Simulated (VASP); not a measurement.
A run of VASP 6.6.1 is set up as follows.

The input INCAR:

```
PREC = Accurate
ENCUT = 520
EDIFF = 1E-6
ISMEAR = -1
SIGMA = 0.05
LREAL = F
LASPH = T
NELM = 100
ALGO = Normal
ISIF = 2
LWAVE = F
LCHARG = T
GGA = PE
LELF = T
LVHAR = T
NBANDS = 26
```

KPOINTS

```
regular mesh
0
Gamma
  6 6 5
```

The input POSCAR:

```
HgTe
1.0
    3.0512097241     -3.5349252628      0.0000000000
    3.0512097241      3.5349252628      0.0000000000
    0.0000000000      0.0000000000      5.9118752236
Hg Te
2 2
Direct
    0.6569500000      0.3430500000      0.2500000000
    0.3430500000      0.6569500000      0.7500000000
    0.2151910000      0.7848090000      0.2500000000
    0.7848090000      0.2151910000      0.7500000000
```

Potentials or basis: VASP PAW PBE potentials, release 64 (Hg, Te).

The run is started by

```bash
$ cat potpaw_PBE.64/Hg/POTCAR potpaw_PBE.64/Te/POTCAR > POTCAR
$ mpirun -np 1 vasp_std > vasp.out
```

What does it give for the largest force?

0.227 eV/Å.

Estimate the band gap on the k mesh.

zero (band 18 reaches 3.55 eV, above the bottom of band 19 at 1.74 eV).

Stress tensor (GPa, compression positive):
```
-2.56  0.00  0.00
 0.00 -1.73  0.00
 0.00  0.00 -2.59
```

Caveat: spin-orbit coupling is left out, which moves the levels of the heavy elements.
